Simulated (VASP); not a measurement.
# Na (Im-3m) in VASP: density of states with PBE

Aim: the density of states of Na with PBE.

All numbers are computed with VASP 6.6.1; they aren't measurements. Logs are shortened: lines on timing, memory, paths and dates and some standing lists are left out, and cuts for length are marked.

## 1. The cell of the first run

It takes space group Im-3m (No. 229, cubic). Conventional cell: a = 4.208 Å, b = 4.208 Å, c = 4.208 Å, α = 90.00°, β = 90.00°, γ = 90.00°. Na (site symmetry m-3m) has 14 Na at 3.64 to 4.21 Å within 4.8 Å.

## 2. Density of states, PBE

Input file POSCAR:

```
Na
1.0
   -2.1040267987      2.1040267987      2.1040267987
    2.1040267987     -2.1040267987      2.1040267987
    2.1040267987      2.1040267987     -2.1040267987
Na
1
Direct
    0.0000000000      0.0000000000      0.0000000000
```

Input file INCAR.step1:

```
SYSTEM = Na
PREC = Accurate
ENCUT = 400
EDIFF = 1E-6
ISMEAR = 0
SIGMA = 0.1
LREAL = .FALSE.
LASPH = .TRUE.
NELM = 120
ALGO = Normal
ISIF = 2
LWAVE = .FALSE.
LCHARG = .TRUE.
GGA = PE
NBANDS = 10
GGA_COMPAT = .FALSE.
NEDOS = 2001
LORBIT = 11
```

Input file KPOINTS.step1:

```
regular mesh
0
G
  2 2 2
  0 0 0
```

Input file INCAR.step2:

```
SYSTEM = Na
PREC = Accurate
ENCUT = 400
EDIFF = 1E-6
ISMEAR = 0
SIGMA = 0.1
LREAL = .FALSE.
LASPH = .TRUE.
NELM = 120
ALGO = Normal
ISIF = 2
LWAVE = .FALSE.
LCHARG = .FALSE.
GGA = PE
LORBIT = 11
NBANDS = 10
NEDOS = 2001
ICHARG = 11
GGA_COMPAT = .FALSE.
```

Input file KPOINTS.step2:

```
regular mesh
0
G
  3 3 3
  0 0 0
```

Potentials or basis: VASP PAW PBE potentials, release 64 (Na_pv).

Command:

```console
> cat potpaw_PBE.64/Na_pv/POTCAR > POTCAR
> cp INCAR.step1 INCAR
> cp KPOINTS.step1 KPOINTS
> mpirun -np 1 vasp_std > vasp.out
> cp INCAR.step2 INCAR
> cp KPOINTS.step2 KPOINTS
> mpirun -np 1 vasp_std > vasp.out
```

OUTCAR:

```text
SYSTEM = Na
   PREC = Accurate
   ENCUT = 400
   EDIFF = 1E-6
   ISMEAR = 0
   LREAL = .FALSE.
   LASPH = .TRUE.
   NELM = 120
   ISIF = 2
   GGA = PE
   LORBIT = 11
   ICHARG = 11

 ion  position               nearest neighbor table
   1  0.000  0.000  0.000-

  LATTYP: Found a body centered cubic cell.
 ALAT       =     4.2080535974

  Lattice vectors:

 A1 = (  -2.1040267987,   2.1040267987,   2.1040267987)
 A2 = (   2.1040267987,  -2.1040267987,   2.1040267987)
 A3 = (   2.1040267987,   2.1040267987,  -2.1040267987)

Analysis of symmetry for initial positions (statically):
=====================================================================
 Subroutine PRICEL returns:
 Original cell was already a primitive cell.

 Routine SETGRP: Setting up the symmetry group for a
 body centered cubic supercell.

 Subroutine GETGRP returns: Found 48 space group operations
[... 9 lines left out ...]

 Routine SETGRP: Setting up the symmetry group for a
 body centered cubic supercell.

 Subroutine GETGRP returns: Found 48 space group operations
[... 11 lines left out ...]
                                     Primitive cell

  volume of cell :      37.2575

  direct lattice vectors                    reciprocal lattice vectors
    -2.104026799  2.104026799  2.104026799     0.000000000  0.237639559  0.237639559
     2.104026799 -2.104026799  2.104026799     0.237639559  0.000000000  0.237639559
     2.104026799  2.104026799 -2.104026799     0.237639559  0.237639559  0.000000000

  length of vectors
     3.644281316  3.644281316  3.644281316     0.336073087  0.336073087  0.336073087

  position of ions in fractional coordinates (direct lattice)
     0.000000000  0.000000000  0.000000000

  ion indices of the primitive-cell ions
   primitive index   ion index
                 1           1

----------------------------------------------------------------------------------------

 KPOINTS: regular mesh

Automatic generation of k-mesh.
 Grid dimensions read from file:
 generate k-points for:    3    3    3

 Generating k-lattice:

  Cartesian coordinates                     Fractional coordinates (reciprocal lattice)
     0.000000000  0.079213186  0.079213186     0.333333333  0.000000000  0.000000000
     0.079213186  0.000000000  0.079213186     0.000000000  0.333333333  0.000000000
     0.079213186  0.079213186  0.000000000     0.000000000  0.000000000  0.333333333

  Length of vectors
     0.112024362  0.112024362  0.112024362

  Shift w.r.t. Gamma in fractional coordinates (k-lattice)
     0.000000000  0.000000000  0.000000000

 Subroutine IBZKPT returns following result:
 ===========================================

 Found      4 irreducible k-points:

 Following reciprocal coordinates:
            Coordinates               Weight
  0.000000  0.000000  0.000000      1.000000
  0.333333  0.000000  0.000000     12.000000
  0.333333  0.333333  0.000000      8.000000
 -0.333333  0.333333  0.333333      6.000000
   k-points           NKPTS =      4   k-points in BZ     NKDIM =      4   number of bands    NBANDS=     10
   number of dos      NEDOS =   2001   number of ions     NIONS =      1
   total plane-waves  NPLWV =  13824
   dimension x,y,z NGX =    24 NGY =   24 NGZ =   24
   dimension x,y,z NGXF=    48 NGYF=   48 NGZF=   48
   ions per type =               1
   NGX,Y,Z   is equivalent  to a cutoff of  10.95, 10.95, 10.95 a.u.
   NGXF,Y,Z  is equivalent  to a cutoff of  21.90, 21.90, 21.90 a.u.
 SYSTEM =  Na
   PREC   = accura    normal or accurate (medium, high low for compatibility)
   ISTART =      0    job   : 0-new  1-cont  2-samecut
   ICHARG =     11    charge: 1-file 2-atom 10-const
   ISPIN  =      1    spin polarized calculation?
   LNONCOLLINEAR =      F non collinear calculations
   LSORBIT =      F    spin-orbit coupling
   LASPH  =      T    aspherical Exc in radial PAW
   ENCUT  =  400.0 eV  29.40 Ry    5.42 a.u.   5.94  5.94  5.94*2*pi/ulx,y,z
   NELM   =    120;   NELMIN=  2; NELMDL=  0     # of ELM steps
   EDIFF  = 0.1E-05   stopping-criterion for ELM
   LREAL  =      F    real-space projection
   EDIFFG = 0.1E-04   stopping-criterion for IOM
   NSW    =      0    number of steps for IOM
   IBRION =     -1    ionic relax: 0-MD 1-quasi-New 2-CG
   NFREE  =      0    steps in history (QN), initial steepest desc. (CG)
   ISIF   =      2    stress and relaxation
   ISYM   =      2    0-nonsym 1-usesym 2-fastsym
   POTIM  = 0.5000    time-step for ionic-motion
   TEBEG  =    0.0;   TEEND  =   0.0 temperature during run
   PSTRESS=    0.0 pullay stress
   NELECT =       7.0000    total number of electrons
   NUPDOWN=      -1.0000    fix difference up-down
   EMIN   =  10.00;   EMAX   =-10.00  energy-range for DOS
   EFERMI =   0.00;   METHOD = LEGACY
   ISMEAR =     0;   SIGMA  =   0.10  broadening in eV -4-tet -1-fermi 0-gaus
   EFERMI_NEDOS =   21; number of points for ismear=-14 and -15
   IALGO  =     38    algorithm
   IMIX   =      4    mixing-type and parameters
     AMIX     =   0.40;   BMIX     =  1.00
     AMIX_MAG =   1.60;   BMIX_MAG =  1.00
  volume/ion in A,a.u.               =      37.26       251.43
  Fermi-wavevector in a.u.,A,eV,Ry     =   0.937640  1.771883 11.961824  0.879169
  Thomas-Fermi vector in A             =   2.064772
   LORBIT       =     11    0 simple, 1 ext, 2 COOP (PROOUT), +10 PAW based schemes
   GGA     = PE    functional components
   LHFCALC =     F    Hartree Fock is set to
   AEXX    =    0.0000 exact exchange contribution
   IVDW    =     0    specifies the selected vdW correction
   LEPSILON=     F    determine dielectric tensor
   LRPA    =     F    only Hartree local field effects (RPA)
 non-spin polarized calculation
 Gauss-broadening in eV      SIGMA  =   0.10
  energy-cutoff  :      400.00
  volume of cell :       37.26
 maximum number of plane-waves:       676

 number of electron       6.9999985 magnetization

 Free energy of the ion-electron system (eV)
  ---------------------------------------------------
  ext. energy  EPLUGINS =         0.00000000
  ---------------------------------------------------
  free energy    TOTEN  =        -1.45394626 eV

  energy without entropy =       -1.44912811  energy(sigma->0) =       -1.45153718

 E-fermi :   0.6898     XC(G=0):  -6.5198

 val. band max:       -1.0620422901   @ k =   0.3333   0.0000   0.0000
 cond. band min:       0.7876112361   @ k =  -0.3333   0.3333   0.3333
 fundamental gap:      1.8496535262
 Fermi energy:         0.6898187835

 k-point     1 :       0.0000    0.0000    0.0000
  band No.  band energies     occupation
      1     -24.6677      2.00000
      2     -24.6677      2.00000
      3     -24.6677      2.00000
      4      -2.9795      2.00000
      5      12.0105      0.00000
      6      12.0105      0.00000
      7      12.0105      0.00000
      8      12.9640      0.00000
      9      12.9644      0.00000
     10      13.5259      0.00000

 k-point     2 :       0.3333    0.0000    0.0000
  band No.  band energies     occupation
      1     -24.6939      2.00000
      2     -24.6765      2.00000
      3     -24.6676      2.00000
      4      -1.0620      2.00000
      5       4.4275      0.00000
      6       8.9432      0.00000
      7       9.7880      0.00000
      8       9.9214      0.00000
      9      11.0281      0.00000
     10      15.2078      0.00000

 k-point     3 :       0.3333    0.3333    0.0000
  band No.  band energies     occupation
      1     -24.6917      2.00000
      2     -24.6917      2.00000
      3     -24.6719      2.00000
      4       2.3403      0.00000
      5       2.3403      0.00000
      6       3.3161      0.00000
      7       8.2403      0.00000
      8      12.9830      0.00000
      9      12.9830      0.00000
     10      14.3541      0.00000

 k-point     4 :      -0.3333    0.3333    0.3333
  band No.  band energies     occupation
      1     -24.6906      2.00000
      2     -24.6862      2.00000
      3     -24.6862      2.00000
      4       0.7876      0.16667
      5       5.7214      0.00000
      6       5.9990      0.00000
      7       5.9990      0.00000
      8       7.6645      0.00000
      9      11.9463      0.00000
     10      15.7239      0.00000

------------------------ aborting loop because EDIFF is reached ----------------------------------------

  FORCE on cell =-STRESS in cart. coord.  units (eV):
  Direction    XX          YY          ZZ          XY          YZ          ZX
  --------------------------------------------------------------------------------------
  -------------------------------------------------------------------------------------
  Total       -0.3313455     -0.3313455     -0.3313455      0.0000000      0.0000000      0.0000000
  in kB      -14.2487875    -14.2487875    -14.2487875      0.0000000      0.0000000      0.0000000
  external PRESSURE =     -14.2487875 kB  Pullay stress =       0.0000000 kB

 VOLUME and BASIS-vectors are now :
 -----------------------------------------------------------------------------
  energy-cutoff  :      400.00
  volume of cell :       37.26
      direct lattice vectors                 reciprocal lattice vectors
    -2.104026799  2.104026799  2.104026799     0.000000000  0.237639559  0.237639559
     2.104026799 -2.104026799  2.104026799     0.237639559  0.000000000  0.237639559
     2.104026799  2.104026799 -2.104026799     0.237639559  0.237639559  0.000000000

 POSITION                                       TOTAL-FORCE (eV/Angst)
 -----------------------------------------------------------------------------------
      0.00000      0.00000      0.00000         0.000000      0.000000     -0.000000
 -----------------------------------------------------------------------------------
    total drift:                                0.000000      0.000000     -0.000000

  FREE ENERGIE OF THE ION-ELECTRON SYSTEM (eV)
  ---------------------------------------------------
  free  energy   TOTEN  =        -1.4539462619 eV

  energy  without entropy=       -1.4491281050  energy(sigma->0) =       -1.45153718

 total charge

# of ion       s       p       d       tot
------------------------------------------
    1        0.101   5.963   0.000   6.063
```

It used 4.9 s of CPU time on 1 thread of Intel Xeon 8259CL, on a shared host.

Results:

```yaml
Valence_electrons_inside_the_program's_atomic_spheres: Na 6.06
```

Levels at points of the mesh, in eV from the Fermi level:
```
           k point  band 1  band 2  band 3  band 4  band 5  band 6  band 7  band 8
(0.00, 0.00, 0.00)  -25.36  -25.36  -25.36   -3.67   11.32   11.32   11.32   12.27
```

Caveat: the k points lie up to 1.06 Å⁻¹ apart.
